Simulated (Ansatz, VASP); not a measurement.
**Ni: VASP beside Ansatz**

```
Ni
1.0
     2.52613    0.00000    0.00000
    -1.26306    2.18769    0.00000
     0.00000    0.00000    4.15636
Ni
2
Direct
  0.33333 0.66667 0.25000
  0.66667 0.33333 0.75000
```

Alike in both runs: task single point; functional BLYP; k mesh 23 × 23 × 13; occupations fermi-dirac, width 0.05 eV; collinear spin.

|  | VASP | Ansatz |
| --- | --- | --- |
| version | VASP 6.6.1 | Ansatz 0.2.0 |
| potentials or method | VASP PAW PBE potentials, release 64 (Ni), cutoff 520 eV | plane waves (420 eV) with PAW, scalar-relativistic |
| valence electrons in the cell | 20 | 36 |

|  | VASP | Ansatz | Ansatz less VASP |
| --- | --- | --- | --- |
| net moment per atom (μB) | 0.61 | 0.62 | +0.017 |
| size of the moment on the site where the two differ most (μB) | 0.62 | 0.66 | +0.039 |

VASP's potentials were made for PBE, not for BLYP. Site moments also hang on the region over which each program counts them. VASP's potentials hold 20 valence electrons a cell and Ansatz's 36, so a difference there can come from the potentials and not from the codes.
